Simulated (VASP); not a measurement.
The system is Si3N4.

```xyz
14
Lattice="-3.2214 3.2214 3.2214 3.2214 -3.2214 3.2214 3.2214 3.2214 -3.2214" Properties=species:S:1:pos:R:3 pbc="T T T"
Si    1.6107    2.4160    0.0000
Si    0.0000    1.6107    2.4160
Si    0.0000    4.8321    0.8053
Si    2.4160    0.0000    1.6107
Si    0.8053    0.0000    4.8321
Si    4.8321    0.8053    0.0000
N    -1.4093    1.8120    1.4093
N    -0.2014    0.2014    3.4227
N     3.0200    3.0200    3.0200
N     3.4227   -0.2014    0.2014
N     1.4093    1.4093    1.4093
N     1.8120    1.4093   -1.4093
N     0.2014    3.4227   -0.2014
N     1.4093   -1.4093    1.8120
```

Base run:

```yaml
Program: VASP 6.6.1
Functional: r2SCAN
Potentials_or_basis: VASP PAW PBE potentials, release 64 (Si, N)
Cutoff: 520 eV
k_mesh: 6 × 6 × 6
Occupations: fermi-dirac, width 0.02 eV
Spin: no spin polarisation
```

Its results: band gap on the k mesh 4.75 eV, indirect (least direct gap 4.93 eV); pressure -0.2 GPa.

Question: The run is repeated on the same cell with these changes: functional from r2SCAN to PBE; further incar settings from ALGO = Normal; EDIFF = 1e-06; NBANDS = 45 to ALGO = Normal; EDIFF = 1e-07; NBANDS = 45. What comes out?

Answer: Band gap on the k mesh 4.13 eV, indirect (least direct gap 4.31 eV); pressure 5.7 GPa.

Caveats: the PAW data sets were made with another functional, which shifts forces and pressure a little (some runs).

A k mesh can miss the band edges.
